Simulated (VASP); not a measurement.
Here is a VASP 6.6.1 calculation.

The input INCAR:

```
PREC = Accurate ; ENCUT = 520
EDIFF = 1E-6 ; ISMEAR = -1
SIGMA = 0.05 ; LREAL = False
LASPH = True ; NELM = 150
ALGO = Normal ; ISIF = 2
LWAVE = False ; LCHARG = True
ISPIN = 2 ; MAGMOM = 4 0
LORBIT = 11 ; LMAXMIX = 4
GGA = PE ; LELF = True
LVHAR = True ; NBANDS = 20
```

KPOINTS

```
regular mesh
0
Gamma
  10 10 9
```

File POSCAR:

```
MnO
1.0
    2.9891519527      0.0000000000      0.0000000000
   -1.4945759814      2.5886815226      0.0000000000
    0.0000000000      0.0000000000      2.9172642134
Mn O
1 1
Direct
    0.0000000000      0.0000000000      0.0000000000
    0.6666666667      0.3333333333      0.5000000000
```

Potentials or basis: VASP PAW PBE potentials, release 64 (Mn_pv, O).

The run is started by

```console
$ cat potpaw_PBE.64/Mn_pv/POTCAR potpaw_PBE.64/O/POTCAR > POTCAR
$ mpirun -np 1 vasp_std > vasp.out
```

(1) Estimate the site moments.

(2) Estimate the net moment.

(3) Predict the pressure.

## Answers

(1) Mn +4.34; O +0.21 μB.

(2) 4.83 μB per cell.

(3) -2.7 GPa.

Caveat: a cell with one magnetic atom can't hold antiferromagnetic order, which such compounds often take.
